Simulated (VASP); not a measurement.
Set up this calculation in VASP 6.6.1, as the native input.

```yaml
Task: single point
Functional: LDA
Potentials_or_basis: VASP PAW LDA potentials, release 64 (Ga_d, P)
Cutoff: 500 eV
k_mesh: 2 × 2 × 2, shifted
Occupations: gaussian, width 0.01 eV
Spin: no spin polarisation
Dipole_correction: no
Further_INCAR_settings: LREAL = Auto; ALGO = Normal; EDIFF = 1e-06; NBANDS = 166
```

The structure of GaP lies in POSCAR:

```
GaP
1.0
   -5.3913102402     -5.3913102402      5.3913102402
    5.3913102402     -5.3913102402     -5.3913102402
    5.3913102402      5.3913102402      5.3913102402
Ga P
16 16
Direct
    0.2500000000      0.0000000000      0.7500000000
    0.0000000000      0.0000000000      0.0000000000
    0.5000000000      0.7500000000      0.7500000000
    0.2500000000      0.7500000000      0.0000000000
    0.0000000000      0.7500000000      0.2500000000
    0.7500000000      0.0000000000      0.2500000000
    0.5000000000      0.0000000000      0.5000000000
    0.0000000000      0.2500000000      0.7500000000
    0.7500000000      0.5000000000      0.7500000000
    0.5000000000      0.5000000000      0.0000000000
    0.2500000000      0.5000000000      0.2500000000
    0.0000000000      0.5000000000      0.5000000000
    0.7500000000      0.7500000000      0.5000000000
    0.7500000000      0.2500000000      0.0000000000
    0.5000000000      0.2500000000      0.2500000000
    0.2500000000      0.2500000000      0.5000000000
    0.2500000000      0.7500000000      0.7500000000
    0.0000000000      0.7500000000      0.0000000000
    0.5000000000      0.5000000000      0.7500000000
    0.2500000000      0.5000000000      0.0000000000
    0.0000000000      0.5000000000      0.2500000000
    0.7500000000      0.7500000000      0.2500000000
    0.5000000000      0.7500000000      0.5000000000
    0.0000000000      0.0000000000      0.7500000000
    0.7500000000      0.2500000000      0.7500000000
    0.5000000000      0.2500000000      0.0000000000
    0.2500000000      0.2500000000      0.2500000000
    0.0000000000      0.2500000000      0.5000000000
    0.7500000000      0.5000000000      0.5000000000
    0.7500000000      0.0000000000      0.0000000000
    0.5000000000      0.0000000000      0.2500000000
    0.2500000000      0.0000000000      0.5000000000
```

The input as run:

INCAR

```
SYSTEM = GaP
PREC = Accurate ; ENCUT = 500
EDIFF = 1E-6 ; ISMEAR = 0
SIGMA = 0.01 ; LREAL = Auto
LASPH = .True. ; NELM = 120
ALGO = Normal ; ISIF = 2
LWAVE = .False. ; LCHARG = .True.
GGA = CA ; LELF = .True.
LVHAR = .True. ; NBANDS = 166
GGA_COMPAT = .False.
```

KPOINTS

```
Automatic mesh
0
Gamma
  2 2 2
  0.5 0.5 0.5
```

Potentials or basis: VASP PAW LDA potentials, release 64 (Ga_d, P).

Launch:

```console
$ cat potpaw_LDA.64/Ga_d/POTCAR potpaw_LDA.64/P/POTCAR > POTCAR
$ mpirun -np 1 vasp_std > vasp.out
```

Results of the run:

The pressure is 0.1 GPa and the band gap on the k mesh is 2.14 eV.

Run time: 4.3 min on 1 thread of AMD EPYC 9R45 96-Core Processor (Zen 5), with other jobs on the host, peak memory 0.55 GiB.
